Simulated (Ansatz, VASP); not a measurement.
## SnO2 in VASP and in Ansatz

```
CELL_PARAMETERS angstrom
4.72013 0.00000 0.00000
0.00000 4.72063 0.00000
0.00000 0.00000 3.18882
ATOMIC_POSITIONS crystal
Sn 0.50000 0.50000 0.50000
Sn 0.00000 0.00000 0.00000
O 0.30599 0.30617 0.00000
O 0.80599 0.19383 0.50000
O 0.19401 0.80617 0.50000
O 0.69401 0.69383 0.00000
```

Alike in both runs: functional LDA; k mesh 6 × 6 × 8; occupations gaussian, width 0.02 eV; no spin polarisation.

Ansatz relaxed the structure, and its values are those at the end. VASP's run is a single point on that final structure, the one shown.

```csv
,VASP,Ansatz
version,VASP 6.6.1,Ansatz 0.2.0
potentials or method,"VASP PAW LDA potentials, release 64 (Sn_d, O), cutoff 520 eV","scalar-relativistic, plane waves, PAW"
valence electrons in the cell,52,52
```

VASP gave:

| Property | Result |
| --- | --- |
| gap on the k mesh at the Fermi level (eV) | 1.21 |
| least direct gap on the mesh (eV) | 1.21 |
| pressure (GPa) | 1.4 |
| rms of the force components (eV/Å) | 0.013 |

Question: Which values does Ansatz return?

Answer: gap on the k mesh at the Fermi level (eV): 1.18; least direct gap on the mesh (eV): 1.18; pressure (GPa): 0.0; rms of the force components (eV/Å): 0.000.

Ansatz warns that its potentials were made for another functional, while VASP's fit it. LDA's correlation is that of Perdew and Zunger in VASP and of Perdew and Wang (1992) in Ansatz.
